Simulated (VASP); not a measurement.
# KBr (P1) in VASP: single point with r2SCAN

Aim: the single point of KBr with r2SCAN.

Everything below comes from runs of VASP 6.6.1. Logs are shortened: lines on timing, memory, paths and dates and some standing lists are left out, and cuts for length are marked.

### 1 The cell of the first run

The typed cell holds 4 atoms: a = 5.619 Å, b = 5.619 Å, c = 6.554 Å, α = 90.00°, β = 90.00°, γ = 120.00°.

### 2 Single point, r2SCAN

POSCAR reads:

```
KBr
1.0
    5.6185814203      0.0000000000      0.0000000000
   -2.8092907101      4.8658342432      0.0000000000
    0.0000000000      0.0000000000      6.5538299466
K Br
2 2
Direct
    0.2969830150      0.6567975480     -0.0432051186
    0.6953253934      0.3725934566      0.4496949149
    0.3456953872      0.6494549222      0.4282538642
    0.6580683581      0.3361637323      0.9313377139
```

INCAR.step1 reads:

```
SYSTEM = KBr
PREC = Accurate ; ENCUT = 520
ISMEAR = -1 ; SIGMA = 0.086
LREAL = .False. ; LASPH = .True.
NELM = 80 ; NBANDS = 24
GGA = PE ; ALGO = Normal
EDIFF = 1E-4 ; LWAVE = .True.
LCHARG = .False.
```

INCAR.step2 reads:

```
SYSTEM = KBr
PREC = Accurate ; ENCUT = 520
EDIFF = 1E-6 ; ISMEAR = -1
SIGMA = 0.086 ; LREAL = .False.
LASPH = .True. ; NELM = 80
ALGO = Normal ; ISIF = 2
LWAVE = .False. ; LCHARG = .False.
METAGGA = R2SCAN ; LMIXTAU = .True.
NBANDS = 24 ; ISTART = 1
```

KPOINTS reads:

```
regular mesh
0
Gamma
  6 6 2
  0 0 0
```

Potentials or basis: VASP PAW PBE potentials, release 64 (K_sv, Br).

Started as:

```console
cat potpaw_PBE.64/K_sv/POTCAR potpaw_PBE.64/Br/POTCAR > POTCAR
cp INCAR.step1 INCAR
mpirun -np 1 vasp_std > vasp.out
cp INCAR.step2 INCAR
mpirun -np 1 vasp_std > vasp.out
```

OUTCAR:

```text
SYSTEM = KBr
   PREC = Accurate
   ENCUT = 520
   EDIFF = 1E-6
   ISMEAR = -1
   LREAL = .False.
   LASPH = .True.
   NELM = 80
   ISIF = 2
   METAGGA = R2SCAN
   ISTART = 1

 ion  position               nearest neighbor table
   1  0.297  0.657  0.957-   3 3.10   4 3.11
   2  0.695  0.373  0.450-   3 3.06   4 3.16   3 3.18
   3  0.346  0.649  0.428-   2 3.06   1 3.10   2 3.18
   4  0.658  0.336  0.931-   1 3.11   2 3.16

  LATTYP: Found a hexagonal cell.
 ALAT       =     5.6185814203
 C/A-ratio  =     1.1664563448

  Lattice vectors:

 A1 = (   5.6185814203,   0.0000000000,   0.0000000000)
 A2 = (  -2.8092907101,   4.8658342432,   0.0000000000)
 A3 = (   0.0000000000,   0.0000000000,   6.5538299466)

Analysis of symmetry for initial positions (statically):
=====================================================================
 Subroutine PRICEL returns:
 Original cell was already a primitive cell.

 Routine SETGRP: Setting up the symmetry group for a
 hexagonal supercell.

 Subroutine GETGRP returns: Found  1 space group operations
 (whereof  1 operations were pure point group operations)
 out of a pool of 24 trial point group operations.

The static configuration has the point symmetry C_1 .

Analysis of symmetry for dynamics (positions and initial velocities):
=====================================================================
 Subroutine PRICEL returns:
 Original cell was already a primitive cell.

 Routine SETGRP: Setting up the symmetry group for a
 hexagonal supercell.

 Subroutine GETGRP returns: Found  1 space group operations
 (whereof  1 operations were pure point group operations)
 out of a pool of 24 trial point group operations.

The dynamic configuration has the point symmetry C_1 .

 Subroutine INISYM returns: Found  1 space group operations
 (whereof  1 operations are pure point group operations),
 and found     1 'primitive' translations

----------------------------------------------------------------------------------------

                                     Primitive cell

  volume of cell :     179.1757

  direct lattice vectors                    reciprocal lattice vectors
     5.618581420  0.000000000  0.000000000     0.177980868  0.102757302  0.000000000
    -2.809290710  4.865834243  0.000000000     0.000000000  0.205514604  0.000000000
     0.000000000  0.000000000  6.553829947     0.000000000  0.000000000  0.152582537

  length of vectors
     5.618581420  5.618581420  6.553829947     0.205514604  0.205514604  0.152582537

  position of ions in fractional coordinates (direct lattice)
     0.296983015  0.656797548  0.956794881
     0.695325393  0.372593457  0.449694915
     0.345695387  0.649454922  0.428253864
     0.658068358  0.336163732  0.931337714

  ion indices of the primitive-cell ions
   primitive index   ion index
                 1           1
                 2           2
                 3           3
                 4           4

----------------------------------------------------------------------------------------

 KPOINTS: regular mesh

Automatic generation of k-mesh.
 Grid dimensions read from file:
 generate k-points for:    6    6    2

 Generating k-lattice:

  Cartesian coordinates                     Fractional coordinates (reciprocal lattice)
     0.029663478  0.017126217  0.000000000     0.166666667  0.000000000  0.000000000
     0.000000000  0.034252434  0.000000000     0.000000000  0.166666667  0.000000000
     0.000000000  0.000000000  0.076291268     0.000000000  0.000000000  0.500000000

  Length of vectors
     0.034252434  0.034252434  0.076291268

  Shift w.r.t. Gamma in fractional coordinates (k-lattice)
     0.000000000  0.000000000  0.000000000

 Subroutine IBZKPT returns following result:
 ===========================================

 Found     40 irreducible k-points:

 Following reciprocal coordinates:
            Coordinates               Weight
  0.000000  0.000000  0.000000      1.000000
  0.166667  0.000000  0.000000      2.000000
  0.000000  0.166667  0.000000      2.000000
 -0.166667  0.166667  0.000000      2.000000
  0.333333  0.000000  0.000000      2.000000
  0.000000  0.333333  0.000000      2.000000
[... 16 lines left out ...]
  0.000000  0.166667  0.500000      2.000000
 -0.166667  0.166667  0.500000      2.000000
 [... further k-points ...]
   k-points           NKPTS =     40   k-points in BZ     NKDIM =     40   number of bands    NBANDS=     24
   number of dos      NEDOS =    301   number of ions     NIONS =      4
   total plane-waves  NPLWV =  88200
   dimension x,y,z NGX =    42 NGY =   42 NGZ =   50
   dimension x,y,z NGXF=    84 NGYF=   84 NGZF=  100
   ions per type =               2   2
   NGX,Y,Z   is equivalent  to a cutoff of  12.43, 12.43, 12.68 a.u.
   NGXF,Y,Z  is equivalent  to a cutoff of  24.85, 24.85, 25.37 a.u.
 SYSTEM =  KBr
   PREC   = accura    normal or accurate (medium, high low for compatibility)
   ISTART =      1    job   : 0-new  1-cont  2-samecut
   ICHARG =      0    charge: 1-file 2-atom 10-const
   ISPIN  =      1    spin polarized calculation?
   LNONCOLLINEAR =      F non collinear calculations
   LSORBIT =      F    spin-orbit coupling
   LASPH  =      T    aspherical Exc in radial PAW
   ENCUT  =  520.0 eV  38.22 Ry    6.18 a.u.  10.45 10.45 12.19*2*pi/ulx,y,z
   NELM   =     80;   NELMIN=  2; NELMDL=  0     # of ELM steps
   EDIFF  = 0.1E-05   stopping-criterion for ELM
   LREAL  =      F    real-space projection
   EDIFFG = 0.1E-04   stopping-criterion for IOM
   NSW    =      0    number of steps for IOM
   IBRION =     -1    ionic relax: 0-MD 1-quasi-New 2-CG
   NFREE  =      0    steps in history (QN), initial steepest desc. (CG)
   ISIF   =      2    stress and relaxation
   ISYM   =      2    0-nonsym 1-usesym 2-fastsym
   POTIM  = 0.5000    time-step for ionic-motion
   TEBEG  =    0.0;   TEEND  =   0.0 temperature during run
   PSTRESS=    0.0 pullay stress
   NELECT =      32.0000    total number of electrons
   NUPDOWN=      -1.0000    fix difference up-down
   EMIN   =  10.00;   EMAX   =-10.00  energy-range for DOS
   EFERMI =   0.00;   METHOD = LEGACY
   ISMEAR =    -1;   SIGMA  =   0.09  broadening in eV -4-tet -1-fermi 0-gaus
   EFERMI_NEDOS =   21; number of points for ismear=-14 and -15
   IALGO  =     38    algorithm
   IMIX   =      4    mixing-type and parameters
     AMIX     =   0.40;   BMIX     =  1.00
     AMIX_MAG =   1.60;   BMIX_MAG =  1.00
  volume/ion in A,a.u.               =      44.79       302.28
  Fermi-wavevector in a.u.,A,eV,Ry     =   0.921931  1.742197 11.564365  0.849957
  Thomas-Fermi vector in A             =   2.047402
   LORBIT       =      0    0 simple, 1 ext, 2 COOP (PROOUT), +10 PAW based schemes
   METAGGA = R2SCAN    functional components
   LHFCALC =     F    Hartree Fock is set to
   AEXX    =    0.0000 exact exchange contribution
   IVDW    =     0    specifies the selected vdW correction
   LEPSILON=     F    determine dielectric tensor
   LRPA    =     F    only Hartree local field effects (RPA)
 non-spin polarized calculation
  energy-cutoff  :      520.00
  volume of cell :      179.18
 maximum number of plane-waves:      4860
 NGX is ok and might be reduce to    42
   NGX = 21   NGY = 21   NGZ = 25

 number of electron      32.0000000 magnetization

 Free energy of the ion-electron system (eV)
  ---------------------------------------------------
  ext. energy  EPLUGINS =         0.00000000
  ---------------------------------------------------
  free energy    TOTEN  =       -46.11672606 eV

  energy without entropy =      -46.11672606  energy(sigma->0) =      -46.11672606

 E-fermi :  -0.8953     XC(G=0):  -6.6285

 val. band max:       -2.9256525924   @ k =   0.0000   0.0000   0.0000
 cond. band min:       1.8352065292   @ k =   0.0000   0.0000   0.0000
 fundamental gap:      4.7608591216
 Fermi energy:        -0.8953251193

 k-point     1 :       0.0000    0.0000    0.0000
  band No.  band energies     occupation
      1     -31.9542      2.00000
      2     -31.9442      2.00000
      3     -15.6053      2.00000
      4     -15.5367      2.00000
      5     -14.7217      2.00000
      6     -14.7117      2.00000
[... 16 lines left out ...]
     23       6.2472      0.00000
     24       6.3263      0.00000

 k-point     2 :       0.1667    0.0000    0.0000
  band No.  band energies     occupation
      1     -31.9538      2.00000
      2     -31.9444      2.00000
      3     -15.6508      2.00000
      4     -15.5812      2.00000
      5     -14.7230      2.00000
      6     -14.7124      2.00000
[... 16 lines left out ...]
     23       6.1084      0.00000
     24       6.4099      0.00000

 k-point     3 :       0.0000    0.1667    0.0000
  band No.  band energies     occupation
      1     -31.9540      2.00000
      2     -31.9443      2.00000
      3     -15.6260      2.00000
      4     -15.5717      2.00000
      5     -14.7237      2.00000
      6     -14.7164      2.00000
[... 16 lines left out ...]
     23       6.0521      0.00000
     24       6.4043      0.00000

 k-point     4 :      -0.1667    0.1667    0.0000
  band No.  band energies     occupation
      1     -31.9539      2.00000
      2     -31.9443      2.00000
      3     -15.6487      2.00000
      4     -15.5763      2.00000
      5     -14.7240      2.00000
      6     -14.7145      2.00000
[... 16 lines left out ...]
     23       6.2242      0.00000
     24       6.3926      0.00000

 k-point     5 :       0.3333    0.0000    0.0000
  band No.  band energies     occupation
      1     -31.9528      2.00000
      2     -31.9448      2.00000
      3     -15.7290      2.00000
      4     -15.6590      2.00000
      5     -14.7189      2.00000
      6     -14.7102      2.00000
[... 451 lines left out ...]
 k-point    22 :       0.1667    0.0000    0.5000
  band No.  band energies     occupation
      1     -31.9526      2.00000
      2     -31.9454      2.00000
      3     -15.7299      2.00000
      4     -15.7009      2.00000
      5     -14.7041      2.00000
      6     -14.6983      2.00000
[... 16 lines left out ...]
     23       6.5756      0.00000
     24       6.6950      0.00000

 k-point    23 :       0.0000    0.1667    0.5000
  band No.  band energies     occupation
      1     -31.9526      2.00000
      2     -31.9455      2.00000
      3     -15.7092      2.00000
      4     -15.6921      2.00000
      5     -14.7009      2.00000
      6     -14.6929      2.00000
[... 16 lines left out ...]
     23       6.5771      0.00000
     24       6.7768      0.00000

 k-point    24 :      -0.1667    0.1667    0.5000
  band No.  band energies     occupation
      1     -31.9526      2.00000
      2     -31.9454      2.00000
      3     -15.7331      2.00000
      4     -15.6915      2.00000
      5     -14.7040      2.00000
      6     -14.6975      2.00000
[... 16 lines left out ...]
     23       6.5714      0.00000
     24       6.8165      0.00000

 [... further k-points ...]

------------------------ aborting loop because EDIFF is reached ----------------------------------------

  FORCE on cell =-STRESS in cart. coord.  units (eV):
  Direction    XX          YY          ZZ          XY          YZ          ZX
  --------------------------------------------------------------------------------------
  -------------------------------------------------------------------------------------
  Total        1.0017392     -0.3807448      0.5032834      0.0632863     -0.0589864      0.0957590
  in kB        8.9574855     -3.4045945      4.5003265      0.5659023     -0.5274522      0.8562705
  external PRESSURE =       3.3510725 kB  Pullay stress =       0.0000000 kB

 VOLUME and BASIS-vectors are now :
 -----------------------------------------------------------------------------
  energy-cutoff  :      520.00
  volume of cell :      179.18
      direct lattice vectors                 reciprocal lattice vectors
     5.618581420  0.000000000  0.000000000     0.177980868  0.102757302  0.000000000
    -2.809290710  4.865834243  0.000000000     0.000000000  0.205514604  0.000000000
     0.000000000  0.000000000  6.553829947     0.000000000  0.000000000  0.152582537

 POSITION                                       TOTAL-FORCE (eV/Angst)
 -----------------------------------------------------------------------------------
     -0.17651      3.19587      6.27067         0.230172      0.119348     -0.286142
      2.86002      1.81298      2.94722         0.119650     -0.297167     -0.152089
      0.11781      3.16014      2.80670        -0.197996      0.274861      0.266814
      2.75303      1.63572      6.10383        -0.151826     -0.097042      0.171417
 -----------------------------------------------------------------------------------
    total drift:                               -0.000053     -0.000037      0.001418

  FREE ENERGIE OF THE ION-ELECTRON SYSTEM (eV)
  ---------------------------------------------------
  free  energy   TOTEN  =       -46.1167260575 eV

  energy  without entropy=      -46.1167260574  energy(sigma->0) =      -46.11672606
```

It took 7.3 min on 1 thread of Intel Xeon Platinum 8375C at 2.90GHz (Ice Lake), shared host; peak memory 0.4 GiB.

Results:

* Free energy: -46.1167 eV
* Pressure: 0.3 GPa
* Largest force: 0.431 eV/Å
* Band gap on the k mesh: 4.76 eV, direct

Forces on the atoms (eV/Å):
```
K    0.230  0.119 -0.286
K    0.120 -0.297 -0.152
Br  -0.198  0.275  0.267
Br  -0.152 -0.097  0.171
```

Levels at points of the mesh, in eV from the valence-band top:
```tsv
k point	band 12	band 13	band 14	band 15	band 16	band 17	band 18	band 19	band 20	band 21
(0.00, 0.00, 0.00)	-0.49	-0.44	-0.32	-0.24	0.00	4.76	7.80	7.89	8.30	8.83
(0.50, 0.00, 0.00)	-0.52	-0.51	-0.45	-0.19	-0.12	6.42	7.13	7.16	7.60	8.49
(0.00, 0.50, 0.00)	-0.51	-0.47	-0.41	-0.22	-0.16	6.61	7.13	7.20	7.44	8.53
(0.50, 0.50, 0.00)	-0.50	-0.45	-0.38	-0.32	-0.16	6.35	7.18	7.36	7.52	8.65
(0.00, 0.00, 0.50)	-0.61	-0.40	-0.39	-0.38	-0.37	6.01	6.04	8.78	8.83	9.13
(0.50, 0.00, 0.50)	-0.88	-0.35	-0.34	-0.29	-0.25	6.67	6.72	8.56	8.58	8.84
(0.00, 0.50, 0.50)	-0.86	-0.38	-0.37	-0.26	-0.24	6.78	6.89	8.61	8.71	8.74
(0.50, 0.50, 0.50)	-0.90	-0.36	-0.34	-0.24	-0.21	6.63	6.81	8.34	8.50	8.85
```

Caveat: the k points lie up to 0.48 Å⁻¹ apart; the PAW data sets were made with another functional, which shifts forces and pressure a little. A k mesh can miss the band edges.
